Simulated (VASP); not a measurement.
# NaH (F-43m) in VASP: settings compared

The runs below take NaH through single point, with HF, HSE06, PBE.

All numbers are computed with VASP 6.6.1; they aren't measurements. Logs are shortened: lines on timing, memory, paths and dates and some standing lists are left out, and cuts for length are marked.

**1. The cell of the first run**

Symmetry: F-43m, No. 216, cubic system. Conventional cell: a = 5.194 Å, b = 5.194 Å, c = 5.194 Å, α = 90.00°, β = 90.00°, γ = 90.00°. Within 3.0 Å of Na (site symmetry -43m) lie 4 H at 2.25 Å. H (site symmetry -43m) has 4 Na at 2.25 Å within 3.0 Å.

**2. Single point, HF**

The input, POSCAR:

```
NaH
1.0
    0.0000000000      2.5969210608      2.5969210608
    2.5969210608      0.0000000000      2.5969210608
    2.5969210608      2.5969210608      0.0000000000
Na H
1 1
Direct
    0.0000000000      0.0000000000      0.0000000000
    0.2500000000      0.2500000000      0.2500000000
```

The input, INCAR.step1:

```
SYSTEM = NaH
  ALGO = Normal
  EDIFF = 1E-5
  ENCUT = 520
  GGA = PE
  ISIF = 2
  ISMEAR = 0
  LASPH = .TRUE.
  LCHARG = .FALSE.
  LREAL = .FALSE.
  LWAVE = .TRUE.
  NBANDS = 11
  NELM = 60
  PREC = Accurate
  SIGMA = 0.01
```

The input, INCAR.step2:

```
SYSTEM = NaH
  AEXX = 1.0
  AGGAC = 0.0
  ALDAC = 0.0
  ALGO = Normal
  EDIFF = 1E-6
  ENCUT = 520
  GGA = PE
  ISIF = 2
  ISMEAR = 0
  ISTART = 1
  LASPH = .TRUE.
  LCHARG = .FALSE.
  LHFCALC = .TRUE.
  LREAL = .FALSE.
  LWAVE = .FALSE.
  NBANDS = 11
  NELM = 60
  PREC = Accurate
  PRECFOCK = Normal
  SIGMA = 0.01
```

The input, KPOINTS:

```
k-points
0
G
  6 6 6
  0 0 0
```

Potentials or basis: VASP PAW PBE potentials, release 64 (Na_pv, H).

Launch:

```sh
cat potpaw_PBE.64/Na_pv/POTCAR potpaw_PBE.64/H/POTCAR > POTCAR
cp INCAR.step1 INCAR
mpirun -np 1 vasp_std > vasp.out
cp INCAR.step2 INCAR
mpirun -np 1 vasp_std > vasp.out
```

OUTCAR:

```text
SYSTEM = NaH
   AEXX = 1.0
   EDIFF = 1E-6
   ENCUT = 520
   GGA = PE
   ISIF = 2
   ISMEAR = 0
   ISTART = 1
   LASPH = .TRUE.
   LHFCALC = .TRUE.
   LREAL = .FALSE.
   NELM = 60
   PREC = Accurate
   PRECFOCK = Normal

 ion  position               nearest neighbor table
   1  0.000  0.000  0.000-
   2  0.250  0.250  0.250-

  LATTYP: Found a face centered cubic cell.
 ALAT       =     5.1938421216

  Lattice vectors:

 A1 = (   0.0000000000,   2.5969210608,   2.5969210608)
 A2 = (   2.5969210608,   0.0000000000,   2.5969210608)
 A3 = (   2.5969210608,   2.5969210608,   0.0000000000)

Analysis of symmetry for initial positions (statically):
=====================================================================
 Subroutine PRICEL returns:
 Original cell was already a primitive cell.

 Routine SETGRP: Setting up the symmetry group for a
 face centered cubic supercell.

 Subroutine GETGRP returns: Found 24 space group operations
 (whereof 24 operations were pure point group operations)
 out of a pool of 48 trial point group operations.

The static configuration has the point symmetry T_d .

Analysis of symmetry for dynamics (positions and initial velocities):
=====================================================================
 Subroutine PRICEL returns:
 Original cell was already a primitive cell.

 Routine SETGRP: Setting up the symmetry group for a
 face centered cubic supercell.

 Subroutine GETGRP returns: Found 24 space group operations
 (whereof 24 operations were pure point group operations)
 out of a pool of 48 trial point group operations.

The dynamic configuration has the point symmetry T_d .

 Subroutine INISYM returns: Found 24 space group operations
 (whereof 24 operations are pure point group operations),
 and found     1 'primitive' translations

----------------------------------------------------------------------------------------

                                     Primitive cell

  volume of cell :      35.0273

  direct lattice vectors                    reciprocal lattice vectors
     0.000000000  2.596921061  2.596921061    -0.192535694  0.192535694  0.192535694
     2.596921061  0.000000000  2.596921061     0.192535694 -0.192535694  0.192535694
     2.596921061  2.596921061  0.000000000     0.192535694  0.192535694 -0.192535694

  length of vectors
     3.672600985  3.672600985  3.672600985     0.333481605  0.333481605  0.333481605

  position of ions in fractional coordinates (direct lattice)
     0.000000000  0.000000000  0.000000000
     0.250000000  0.250000000  0.250000000

  ion indices of the primitive-cell ions
   primitive index   ion index
                 1           1
                 2           2

----------------------------------------------------------------------------------------

 KPOINTS: k-points

Automatic generation of k-mesh.
 Grid dimensions read from file:
 generate k-points for:    6    6    6

 Generating k-lattice:

  Cartesian coordinates                     Fractional coordinates (reciprocal lattice)
    -0.032089282  0.032089282  0.032089282     0.166666667  0.000000000  0.000000000
     0.032089282 -0.032089282  0.032089282     0.000000000  0.166666667  0.000000000
     0.032089282  0.032089282 -0.032089282     0.000000000  0.000000000  0.166666667

  Length of vectors
     0.055580268  0.055580268  0.055580268

  Shift w.r.t. Gamma in fractional coordinates (k-lattice)
     0.000000000  0.000000000  0.000000000

 Subroutine IBZKPT returns following result:
 ===========================================

 Found     16 irreducible k-points:

 Following reciprocal coordinates:
            Coordinates               Weight
  0.000000  0.000000  0.000000      1.000000
  0.166667  0.000000  0.000000      8.000000
  0.333333  0.000000  0.000000      8.000000
  0.500000  0.000000  0.000000      4.000000
  0.166667  0.166667  0.000000      6.000000
  0.333333  0.166667  0.000000     24.000000
[... 8 lines left out ...]
 -0.333333  0.333333  0.166667     24.000000
 -0.333333  0.500000  0.166667     12.000000
   k-points           NKPTS =     16   k-points in BZ     NKDIM =    216   number of bands    NBANDS=     11
   number of dos      NEDOS =    301   number of ions     NIONS =      2
   total plane-waves  NPLWV =  21952
   dimension x,y,z NGX =    28 NGY =   28 NGZ =   28
   dimension x,y,z NGXF=    56 NGYF=   56 NGZF=   56
   ions per type =               1   1
   NGX,Y,Z   is equivalent  to a cutoff of  12.67, 12.67, 12.67 a.u.
   NGXF,Y,Z  is equivalent  to a cutoff of  25.35, 25.35, 25.35 a.u.
 SYSTEM =  NaH
   PREC   = accura    normal or accurate (medium, high low for compatibility)
   ISTART =      1    job   : 0-new  1-cont  2-samecut
   ICHARG =      0    charge: 1-file 2-atom 10-const
   ISPIN  =      1    spin polarized calculation?
   LNONCOLLINEAR =      F non collinear calculations
   LSORBIT =      F    spin-orbit coupling
   LASPH  =      T    aspherical Exc in radial PAW
   ENCUT  =  520.0 eV  38.22 Ry    6.18 a.u.   6.83  6.83  6.83*2*pi/ulx,y,z
   NELM   =     60;   NELMIN=  2; NELMDL=  0     # of ELM steps
   EDIFF  = 0.1E-05   stopping-criterion for ELM
   LREAL  =      F    real-space projection
   EDIFFG = 0.1E-04   stopping-criterion for IOM
   NSW    =      0    number of steps for IOM
   IBRION =     -1    ionic relax: 0-MD 1-quasi-New 2-CG
   NFREE  =      0    steps in history (QN), initial steepest desc. (CG)
   ISIF   =      2    stress and relaxation
   ISYM   =      3    0-nonsym 1-usesym 2-fastsym
   POTIM  = 0.5000    time-step for ionic-motion
   TEBEG  =    0.0;   TEEND  =   0.0 temperature during run
   PSTRESS=    0.0 pullay stress
   NELECT =       8.0000    total number of electrons
   NUPDOWN=      -1.0000    fix difference up-down
   EMIN   =  10.00;   EMAX   =-10.00  energy-range for DOS
   EFERMI =   0.00;   METHOD = LEGACY
   ISMEAR =     0;   SIGMA  =   0.01  broadening in eV -4-tet -1-fermi 0-gaus
   EFERMI_NEDOS =   21; number of points for ismear=-14 and -15
   IALGO  =     38    algorithm
   IMIX   =      1    mixing-type and parameters
     AMIX     =   0.40;   BMIX     =  1.00
     AMIX_MAG =   1.60;   BMIX_MAG =  1.00
  volume/ion in A,a.u.               =      17.51       118.19
  Fermi-wavevector in a.u.,A,eV,Ry     =   1.000697  1.891044 13.624808  1.001395
  Thomas-Fermi vector in A             =   2.133071
   LORBIT       =      0    0 simple, 1 ext, 2 COOP (PROOUT), +10 PAW based schemes
   GGA     = PE    functional components
   LHFCALC =     T    Hartree Fock is set to
   PRECFOCK=normal    Normal, Fast or Accurate (Low or Medium for compatibility)
   ENCUT4O =  -1.0   cutoff for four orbital integrals eV
   NKREDX  =     1    reduce k-point grid by
   NKREDY  =     1    reduce k-point grid by
   NKREDZ  =     1    reduce k-point grid by
   AEXX    =    1.0000 exact exchange contribution
   HFSCREEN=    0.0000 screening length (either q_TF or 0.3 A-1)
   HFSCREENC=   0.0000 screening length for correlation (either q_TF or 0.3 A-1)
   ENCUTFOCK=  -1.0 apply spherical cutoff to Coloumb kernel
   IVDW    =     0    specifies the selected vdW correction
   LEPSILON=     F    determine dielectric tensor
   LRPA    =     F    only Hartree local field effects (RPA)
 non-spin polarized calculation
 Gauss-broadening in eV      SIGMA  =   0.01
  energy-cutoff  :      520.00
  volume of cell :       35.03
 maximum number of plane-waves:       960
  NGX = 24; NGY = 24; NGZ = 24

 number of electron       8.0000009 magnetization

 Free energy of the ion-electron system (eV)
  ---------------------------------------------------
  ext. energy  EPLUGINS =         0.00000000
  ---------------------------------------------------
  free energy    TOTEN  =        -8.45271412 eV

  energy without entropy =       -8.45271412  energy(sigma->0) =       -8.45271412

 E-fermi :  -5.6515     XC(G=0):   0.0000

 val. band max:       -5.7714513704   @ k =  -0.3333   0.5000   0.1667
 cond. band min:       5.3055203614   @ k =   0.5000   0.0000   0.0000
 fundamental gap:     11.0769717318
 Fermi energy:        -5.6514687114

 k-point     1 :       0.0000    0.0000    0.0000
  band No.  band energies     occupation
      1     -36.5263      2.00000
      2     -36.5263      2.00000
      3     -36.5263      2.00000
      4      -9.3559      2.00000
      5      10.9201      0.00000
      6      16.5095      0.00000
      7      16.5095      0.00000
      8      16.5095      0.00000
      9      19.1484      0.00000
     10      19.1484      0.00000
     11      19.1484      0.00000

 k-point     2 :       0.1667    0.0000    0.0000
  band No.  band energies     occupation
      1     -36.5360      2.00000
      2     -36.5274      2.00000
      3     -36.5274      2.00000
      4      -8.8285      2.00000
      5       9.4722      0.00000
      6      15.1270      0.00000
      7      16.0530      0.00000
      8      16.0530      0.00000
      9      19.6639      0.00000
     10      19.6855      0.00000
     11      19.6855      0.00000

 k-point     3 :       0.3333    0.0000    0.0000
  band No.  band energies     occupation
      1     -36.5551      2.00000
      2     -36.5293      2.00000
      3     -36.5293      2.00000
      4      -7.5208      2.00000
      5       6.7459      0.00000
      6      13.9206      0.00000
      7      15.6577      0.00000
      8      15.6577      0.00000
      9      18.0497      0.00000
     10      18.0497      0.00000
     11      19.0089      0.00000
[... 155 lines left out ...]
 k-point    15 :      -0.3333    0.3333    0.1667
  band No.  band energies     occupation
      1     -36.5571      2.00000
      2     -36.5438      2.00000
      3     -36.5347      2.00000
      4      -5.9989      2.00000
      5       6.6193      0.00000
      6       9.3728      0.00000
      7      11.2175      0.00000
      8      16.7599      0.00000
      9      17.8160      0.00000
     10      21.5292      0.00000
     11      22.2904      0.00000

 k-point    16 :      -0.3333    0.5000    0.1667
  band No.  band energies     occupation
      1     -36.5590      2.00000
      2     -36.5428      2.00000
      3     -36.5374      2.00000
      4      -5.7715      2.00000
      5       7.5537      0.00000
      6       8.3586      0.00000
      7      10.4375      0.00000
      8      15.3297      0.00000
      9      18.5054      0.00000
     10      20.6899      0.00000
     11      23.5531      0.00000

------------------------ aborting loop because EDIFF is reached ----------------------------------------

  FORCE on cell =-STRESS in cart. coord.  units (eV):
  Direction    XX          YY          ZZ          XY          YZ          ZX
  --------------------------------------------------------------------------------------
  -------------------------------------------------------------------------------------
  Total        0.3150180      0.3150180      0.3150180     -0.0000000     -0.0000000      0.0000000
  in kB       14.4091946     14.4091946     14.4091946     -0.0000000     -0.0000000      0.0000000
  external PRESSURE =      14.4091946 kB  Pullay stress =       0.0000000 kB

 VOLUME and BASIS-vectors are now :
 -----------------------------------------------------------------------------
  energy-cutoff  :      520.00
  volume of cell :       35.03
      direct lattice vectors                 reciprocal lattice vectors
     0.000000000  2.596921061  2.596921061    -0.192535694  0.192535694  0.192535694
     2.596921061  0.000000000  2.596921061     0.192535694 -0.192535694  0.192535694
     2.596921061  2.596921061  0.000000000     0.192535694  0.192535694 -0.192535694

 POSITION                                       TOTAL-FORCE (eV/Angst)
 -----------------------------------------------------------------------------------
      0.00000      0.00000      0.00000        -0.000000     -0.000000     -0.000000
      1.29846      1.29846      1.29846         0.000000      0.000000      0.000000
 -----------------------------------------------------------------------------------
    total drift:                                0.000000     -0.000000     -0.000000

  FREE ENERGIE OF THE ION-ELECTRON SYSTEM (eV)
  ---------------------------------------------------
  free  energy   TOTEN  =        -8.4527141238 eV

  energy  without entropy=       -8.4527141238  energy(sigma->0) =       -8.45271412
```

It took 17 min on 1 thread of Intel Xeon Platinum 8259CL at 2.50GHz (Skylake/Cascade Lake), shared host; peak memory 0.16 GiB.

What came out:

| Item | Value |
| --- | --- |
| Free energy | -8.4527 eV |
| Pressure | 1.4 GPa |
| Band gap on the k mesh | 11.08 eV (least direct gap 11.96 eV) |

Levels at points of the mesh, in eV from the valence-band top:
| k point | band 2 | band 3 | band 4 | band 5 | band 6 | band 7 |
| --- | --- | --- | --- | --- | --- | --- |
| (0.00, 0.00, 0.00) | -30.75 | -30.75 | -3.58 | 16.69 | 22.28 | 22.28 |
| (0.50, 0.00, 0.00) | -30.76 | -30.76 | -0.88 | 11.08 | 19.33 | 21.39 |
| (0.50, 0.50, 0.00) | -30.77 | -30.77 | -0.07 | 12.77 | 15.37 | 18.18 |

Caveat: the structure was generated, so it needn't be the stable form of NaH; the PAW data sets were made with another functional, which shifts forces and pressure a little.

[end of part 1 of 2]
